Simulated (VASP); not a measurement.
Crystal: Sb.

```
CELL_PARAMETERS angstrom
2.13974 1.23538 3.73278
-2.13974 1.23538 3.73278
0.00000 -2.47076 3.73278
ATOMIC_POSITIONS crystal
Sb 0.76651 0.76651 0.76651
Sb 0.23349 0.23349 0.23349
```

Base run:

| Item | Value |
| --- | --- |
| Program | VASP 6.6.1 |
| Functional | r2SCAN |
| Potentials or basis | VASP PAW PBE potentials, release 64 (Sb_d_GW) |
| Cutoff | 550 eV |
| k mesh | 8 × 8 × 8 |
| Occupations | fermi-dirac, width 0.05 eV |
| Spin | no spin polarisation |

Its results: band gap on the k mesh zero (bands 15 and 16 overlap by 0.23 eV); pressure 2.9 GPa; largest force 0.119 eV/Å.

Q: The run is repeated on the same cell with these changes: functional from r2SCAN to B3LYP5; cutoff from 550 eV to 400 eV; k mesh from 8 × 8 × 8 to 4 × 4 × 4. What comes out?

A: Band gap on the k mesh 0.79 eV (least direct gap 0.97 eV); pressure 5.9 GPa; largest force 0.249 eV/Å.

Several settings changed at once.

Caveats: some runs use coarse meshes; the PAW data sets were made with another functional, which shifts forces and pressure a little; spin-orbit coupling is left out, which moves the levels of the heavy elements.

A k mesh can miss the band edges.
